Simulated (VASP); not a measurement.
# AlPt (Pm-3m) in VASP: further runs

Runs on AlPt. Level: PBEsol. Tasks: single point, relaxation of volume and atoms at fixed shape.

All numbers are computed with VASP 6.6.1; they aren't measurements. Logs are shortened: lines on timing, memory, paths and dates and some standing lists are left out, and cuts for length are marked.

### 1 The cell of the first run

The structure is cubic, space group Pm-3m (No. 221). The conventional cell has a = 3.061 Å, b = 3.061 Å, c = 3.061 Å, α = 90.00°, β = 90.00°, γ = 90.00°. Pt (site symmetry m-3m) has 8 Al at 2.65 Å and 6 Pt at 3.06 Å within 3.5 Å. Al (site symmetry m-3m) has 8 Pt at 2.65 Å and 6 Al at 3.06 Å within 3.5 Å.

### 2 Single point, PBEsol

The input, INCAR:

```
PREC = Accurate ; ENCUT = 520
EDIFF = 1E-6 ; ISMEAR = 1
SIGMA = 0.1 ; LREAL = False
LASPH = True ; NELM = 60
ALGO = Normal ; ISIF = 2
LWAVE = False ; LCHARG = False
GGA = PS ; NBANDS = 14
```

The input, KPOINTS:

```
regular mesh
0
Gamma
  16 16 16
```

The input, POSCAR:

```
AlPt
1.0
    3.0605999118      0.0000000000      0.0000000000
    0.0000000000      3.0605999118      0.0000000000
    0.0000000000      0.0000000000      3.0605999118
Pt Al
1 1
Direct
    0.0000000000      0.0000000000      0.0000000000
    0.5000000000      0.5000000000      0.5000000000
```

Potentials or basis: VASP PAW PBE potentials, release 64 (Pt, Al).

Command:

```sh
$ cat potpaw_PBE.64/Pt/POTCAR potpaw_PBE.64/Al/POTCAR > POTCAR
$ mpirun -np 1 vasp_std > vasp.out
```

OUTCAR:

```text
PREC = Accurate
   ENCUT = 520
   EDIFF = 1E-6
   ISMEAR = 1
   LREAL = False
   LASPH = True
   NELM = 60
   ISIF = 2
   GGA = PS

 ion  position               nearest neighbor table
   1  0.000  0.000  0.000-   2 2.65   2 2.65   2 2.65   2 2.65   2 2.65   2 2.65   2 2.65   2 2.65

   2  0.500  0.500  0.500-   1 2.65   1 2.65   1 2.65   1 2.65   1 2.65   1 2.65   1 2.65   1 2.65

  LATTYP: Found a simple cubic cell.
 ALAT       =     3.0605999118

  Lattice vectors:

 A1 = (   3.0605999118,   0.0000000000,   0.0000000000)
 A2 = (   0.0000000000,   3.0605999118,   0.0000000000)
 A3 = (   0.0000000000,   0.0000000000,   3.0605999118)

Analysis of symmetry for initial positions (statically):
=====================================================================
 Subroutine PRICEL returns:
 Original cell was already a primitive cell.

 Routine SETGRP: Setting up the symmetry group for a
 simple cubic supercell.

 Subroutine GETGRP returns: Found 48 space group operations
 (whereof 48 operations were pure point group operations)
 out of a pool of 48 trial point group operations.

The static configuration has the point symmetry O_h .

Analysis of symmetry for dynamics (positions and initial velocities):
=====================================================================
 Subroutine PRICEL returns:
 Original cell was already a primitive cell.

 Routine SETGRP: Setting up the symmetry group for a
 simple cubic supercell.

 Subroutine GETGRP returns: Found 48 space group operations
 (whereof 48 operations were pure point group operations)
 out of a pool of 48 trial point group operations.

The dynamic configuration has the point symmetry O_h .

 Subroutine INISYM returns: Found 48 space group operations
 (whereof 48 operations are pure point group operations),
 and found     1 'primitive' translations

----------------------------------------------------------------------------------------

                                     Primitive cell

  volume of cell :      28.6695

  direct lattice vectors                    reciprocal lattice vectors
     3.060599912  0.000000000  0.000000000     0.326733330  0.000000000  0.000000000
     0.000000000  3.060599912  0.000000000     0.000000000  0.326733330  0.000000000
     0.000000000  0.000000000  3.060599912     0.000000000  0.000000000  0.326733330

  length of vectors
     3.060599912  3.060599912  3.060599912     0.326733330  0.326733330  0.326733330

  position of ions in fractional coordinates (direct lattice)
     0.000000000  0.000000000  0.000000000
     0.500000000  0.500000000  0.500000000

  ion indices of the primitive-cell ions
   primitive index   ion index
                 1           1
                 2           2

----------------------------------------------------------------------------------------

 KPOINTS: regular mesh

Automatic generation of k-mesh.
 Grid dimensions read from file:
 generate k-points for:   16   16   16

 Generating k-lattice:

  Cartesian coordinates                     Fractional coordinates (reciprocal lattice)
     0.020420833  0.000000000  0.000000000     0.062500000  0.000000000  0.000000000
     0.000000000  0.020420833  0.000000000     0.000000000  0.062500000  0.000000000
     0.000000000  0.000000000  0.020420833     0.000000000  0.000000000  0.062500000

  Length of vectors
     0.020420833  0.020420833  0.020420833

  Shift w.r.t. Gamma in fractional coordinates (k-lattice)
     0.000000000  0.000000000  0.000000000

 Subroutine IBZKPT returns following result:
 ===========================================

 Found    165 irreducible k-points:

 Following reciprocal coordinates:
            Coordinates               Weight
  0.000000  0.000000  0.000000      1.000000
  0.062500  0.000000  0.000000      6.000000
  0.125000  0.000000  0.000000      6.000000
  0.187500  0.000000  0.000000      6.000000
  0.250000  0.000000  0.000000      6.000000
  0.312500  0.000000  0.000000      6.000000
[... 16 lines left out ...]
  0.437500  0.125000  0.000000     24.000000
  0.500000  0.125000  0.000000     12.000000
 [... further k-points ...]
   k-points           NKPTS =    165   k-points in BZ     NKDIM =    165   number of bands    NBANDS=     14
   number of dos      NEDOS =    301   number of ions     NIONS =      2
   total plane-waves  NPLWV =  13824
   dimension x,y,z NGX =    24 NGY =   24 NGZ =   24
   dimension x,y,z NGXF=    48 NGYF=   48 NGZF=   48
   ions per type =               1   1
   NGX,Y,Z   is equivalent  to a cutoff of  13.04, 13.04, 13.04 a.u.
   NGXF,Y,Z  is equivalent  to a cutoff of  26.07, 26.07, 26.07 a.u.
 SYSTEM =  unknown system
   PREC   = accura    normal or accurate (medium, high low for compatibility)
   ISTART =      0    job   : 0-new  1-cont  2-samecut
   ICHARG =      2    charge: 1-file 2-atom 10-const
   ISPIN  =      1    spin polarized calculation?
   LNONCOLLINEAR =      F non collinear calculations
   LSORBIT =      F    spin-orbit coupling
   LASPH  =      T    aspherical Exc in radial PAW
   ENCUT  =  520.0 eV  38.22 Ry    6.18 a.u.   5.69  5.69  5.69*2*pi/ulx,y,z
   NELM   =     60;   NELMIN=  2; NELMDL= -5     # of ELM steps
   EDIFF  = 0.1E-05   stopping-criterion for ELM
   LREAL  =      F    real-space projection
   EDIFFG = 0.1E-04   stopping-criterion for IOM
   NSW    =      0    number of steps for IOM
   IBRION =     -1    ionic relax: 0-MD 1-quasi-New 2-CG
   NFREE  =      0    steps in history (QN), initial steepest desc. (CG)
   ISIF   =      2    stress and relaxation
   ISYM   =      2    0-nonsym 1-usesym 2-fastsym
   POTIM  = 0.5000    time-step for ionic-motion
   TEBEG  =    0.0;   TEEND  =   0.0 temperature during run
   PSTRESS=    0.0 pullay stress
   NELECT =      13.0000    total number of electrons
   NUPDOWN=      -1.0000    fix difference up-down
   EMIN   =  10.00;   EMAX   =-10.00  energy-range for DOS
   EFERMI =   0.00;   METHOD = LEGACY
   ISMEAR =     1;   SIGMA  =   0.10  broadening in eV -4-tet -1-fermi 0-gaus
   EFERMI_NEDOS =   21; number of points for ismear=-14 and -15
   IALGO  =     38    algorithm
   IMIX   =      4    mixing-type and parameters
     AMIX     =   0.40;   BMIX     =  1.00
     AMIX_MAG =   1.60;   BMIX_MAG =  1.00
  volume/ion in A,a.u.               =      14.33        96.74
  Fermi-wavevector in a.u.,A,eV,Ry     =   1.257716  2.376739 21.522383  1.581851
  Thomas-Fermi vector in A             =   2.391362
   LORBIT       =      0    0 simple, 1 ext, 2 COOP (PROOUT), +10 PAW based schemes
   GGA     = PS    functional components
   LHFCALC =     F    Hartree Fock is set to
   AEXX    =    0.0000 exact exchange contribution
   IVDW    =     0    specifies the selected vdW correction
   LEPSILON=     F    determine dielectric tensor
   LRPA    =     F    only Hartree local field effects (RPA)
 non-spin polarized calculation
 Methfessel and Paxton  Order N= 1 SIGMA  =   0.10
  energy-cutoff  :      520.00
  volume of cell :       28.67
 maximum number of plane-waves:       804
 NGX is ok and might be reduce to    24
   NGX = 11   NGY = 11   NGZ = 11

 number of electron      12.9999997 magnetization

 Free energy of the ion-electron system (eV)
  ---------------------------------------------------
  ext. energy  EPLUGINS =         0.00000000
  ---------------------------------------------------
  free energy    TOTEN  =       -12.93642835 eV

  energy without entropy =      -12.93646261  energy(sigma->0) =      -12.93643977

 E-fermi :  11.1298     XC(G=0): -12.3487

 val. band max:       11.0786678476   @ k =   0.3750   0.3750   0.1250
 cond. band min:      11.1592500900   @ k =   0.3125   0.1250   0.0625
 fundamental gap:      0.0805822424
 Fermi energy:        11.1297979645

 k-point     1 :       0.0000    0.0000    0.0000
  band No.  band energies     occupation
      1      -0.7395      2.00000
      2       5.2881      2.00000
      3       5.2881      2.00000
      4       8.4050      2.00000
      5       8.4050      2.00000
      6       8.4050      2.00000
      7      15.0087      0.00000
      8      15.0087      0.00000
      9      15.0087      0.00000
     10      20.2570      0.00000
     11      20.2570      0.00000
     12      21.0925      0.00000
     13      28.9429      0.00000
     14      28.9429      0.00000

 k-point     2 :       0.0625    0.0000    0.0000
  band No.  band energies     occupation
      1      -0.6661      2.00000
      2       5.3092      2.00000
      3       5.3163      2.00000
      4       8.3299      2.00000
      5       8.3299      2.00000
      6       8.4126      2.00000
      7      14.5588      0.00000
      8      15.1446      0.00000
      9      15.1446      0.00000
     10      20.1080      0.00000
     11      20.4817      0.00000
     12      21.4652      0.00000
     13      28.6082      0.00000
     14      28.6082      0.00000

 k-point     3 :       0.1250    0.0000    0.0000
  band No.  band energies     occupation
      1      -0.4481      2.00000
      2       5.3700      2.00000
      3       5.3877      2.00000
      4       8.1282      2.00000
      5       8.1282      2.00000
      6       8.4344      2.00000
      7      13.5643      0.00000
      8      15.5282      0.00000
      9      15.5282      0.00000
     10      19.7057      0.00000
     11      20.6976      0.00000
     12      22.6875      0.00000
     13      27.7030      0.00000
     14      27.7030      0.00000
[... 324 lines left out ...]
 k-point    23 :       0.4375    0.1250    0.0000
  band No.  band energies     occupation
      1       2.5915      2.00000
      2       4.2688      2.00000
      3       6.0240      2.00000
      4       7.0112      2.00000
      5       7.0286      2.00000
      6       8.3690      2.00000
      7      10.2776      2.00000
      8      16.8673      0.00000
      9      17.9155      0.00000
     10      19.8028      0.00000
     11      20.7392      0.00000
     12      21.9245      0.00000
     13      23.6864      0.00000
     14      25.4929      0.00000

 k-point    24 :       0.5000    0.1250    0.0000
  band No.  band energies     occupation
      1       3.0547      2.00000
      2       3.8337      2.00000
      3       6.0546      2.00000
      4       6.9672      2.00000
      5       7.0133      2.00000
      6       8.3781      2.00000
      7      10.2031      2.00000
      8      17.0680      0.00000
      9      17.8844      0.00000
     10      20.3623      0.00000
     11      20.4177      0.00000
     12      21.2670      0.00000
     13      23.9289      0.00000
     14      25.1289      0.00000

 [... further k-points ...]
[... 5 lines left out ...]
  --------------------------------------------------------------------------------------
  -------------------------------------------------------------------------------------
  Total       -0.0127606     -0.0127606     -0.0127606     -0.0000000      0.0000000     -0.0000000
  in kB       -0.7131201     -0.7131201     -0.7131201     -0.0000000      0.0000000     -0.0000000
  external PRESSURE =      -0.7131201 kB  Pullay stress =       0.0000000 kB

 VOLUME and BASIS-vectors are now :
 -----------------------------------------------------------------------------
  energy-cutoff  :      520.00
  volume of cell :       28.67
      direct lattice vectors                 reciprocal lattice vectors
     3.060599912  0.000000000  0.000000000     0.326733330  0.000000000  0.000000000
     0.000000000  3.060599912  0.000000000     0.000000000  0.326733330  0.000000000
     0.000000000  0.000000000  3.060599912     0.000000000  0.000000000  0.326733330

 POSITION                                       TOTAL-FORCE (eV/Angst)
 -----------------------------------------------------------------------------------
      0.00000      0.00000      0.00000         0.000000      0.000000      0.000000
      1.53030      1.53030      1.53030         0.000000      0.000000      0.000000
 -----------------------------------------------------------------------------------
    total drift:                                0.000000      0.000000      0.000000

  FREE ENERGIE OF THE ION-ELECTRON SYSTEM (eV)
  ---------------------------------------------------
  free  energy   TOTEN  =       -12.9364283524 eV

  energy  without entropy=      -12.9364626065  energy(sigma->0) =      -12.93643977
```

Wall time 21 s (1 thread of Intel Xeon Platinum 8259CL at 2.50GHz (Skylake/Cascade Lake), shared host); peak memory 0.19 GiB.

What came out:

```
Free energy : -12.9364 eV
Pressure    : -0.1 GPa
```

Caveat: the PAW data sets were made with another functional, which shifts forces and pressure a little; spin-orbit coupling is left out, which moves the levels of the heavy elements.

### 3 Relaxation of volume and atoms at fixed shape, PBEsol

This run uses another cell than the first one, of 14.47 Å³/atom, 1.009 times its volume.

The input, INCAR:

```
SYSTEM = AlPt
  PREC = Accurate
  ENCUT = 600
  EDIFF = 1E-6
  ISMEAR = 1
  SIGMA = 0.1
  LREAL = .FALSE.
  LASPH = .TRUE.
  NELM = 80
  ALGO = Normal
  ISIF = 8
  LWAVE = .FALSE.
  LCHARG = .FALSE.
  GGA = PS
  IBRION = 2
  NSW = 80
  EDIFFG = -0.01
```

The input, KPOINTS:

```
Automatic mesh
0
G
  16 16 16
  0 0 0
```

The input, POSCAR:

```
AlPt
1.0
    3.0700000000      0.0000000000      0.0000000000
    0.0000000000      3.0700000000      0.0000000000
    0.0000000000      0.0000000000      3.0700000000
Pt Al
1 1
Direct
    0.0000000000      0.0000000000      0.0000000000
    0.5000000000      0.5000000000      0.5000000000
```

Potentials or basis: VASP PAW PBE potentials, release 64 (Pt, Al).

Command:

```sh
$ cat potpaw_PBE.64/Pt/POTCAR potpaw_PBE.64/Al/POTCAR > POTCAR
$ mpirun -np 1 vasp_std > vasp.out
```

It took 73 s on 1 thread of Intel Xeon Platinum 8259CL at 2.50GHz (Skylake/Cascade Lake), shared host; peak memory 0.22 GiB.

It converged, with:

* Free energy: -12.9363 eV
* Relaxed volume: 14.33 Å³/atom
* Relaxed cell: a = 3.060 Å, b = 3.060 Å, c = 3.060 Å, α = 90.00°, β = 90.00°, γ = 90.00°
* Space group after relaxing (to 0.05 Å): Pm-3m (No. 221)
* Energy gained by relaxing: 0.8 meV/atom
* Ionic steps: 3
* Pressure after relaxing: 0.0 GPa

Step by step:
```tsv
step	energy change (eV)	largest force (eV/Å)	pressure (GPa)	volume (Å³)
1	0.0000	0.0000	-1.84	28.93
2	0.0025	0.0000	3.13	28.24
3	-0.0016	0.0000	0.00	28.67
```

Final structure:
```yaml
crystal:
  lattice:
    - [3.06048, 0.00000, 0.00000]
    - [0.00000, 3.06048, 0.00000]
    - [0.00000, 0.00000, 3.06048]
  atoms:
    - { symbol: Pt, position: [0.00000, 0.00000, 0.00000] }
    - { symbol: Al, position: [0.50000, 0.50000, 0.50000] }
```

Levels at points of the mesh, in eV from the Fermi level:
```tsv
k point	band 4	band 5	band 6	band 7	band 8	band 9	band 10
(0.00, 0.00, 0.00)	-2.73	-2.73	-2.73	3.88	3.88	3.88	9.13
(0.50, 0.00, 0.00)	-4.21	-4.21	-2.52	-0.93	6.04	8.61	8.61
(0.50, 0.50, 0.00)	-3.86	-3.25	-3.25	-1.44	1.00	3.58	8.57
(0.50, 0.50, 0.50)	-1.36	-1.36	0.71	1.71	1.71	1.71	4.94
```

Caveat: the PAW data sets were made with another functional, which shifts forces and pressure a little; spin-orbit coupling is left out, which moves the levels of the heavy elements.
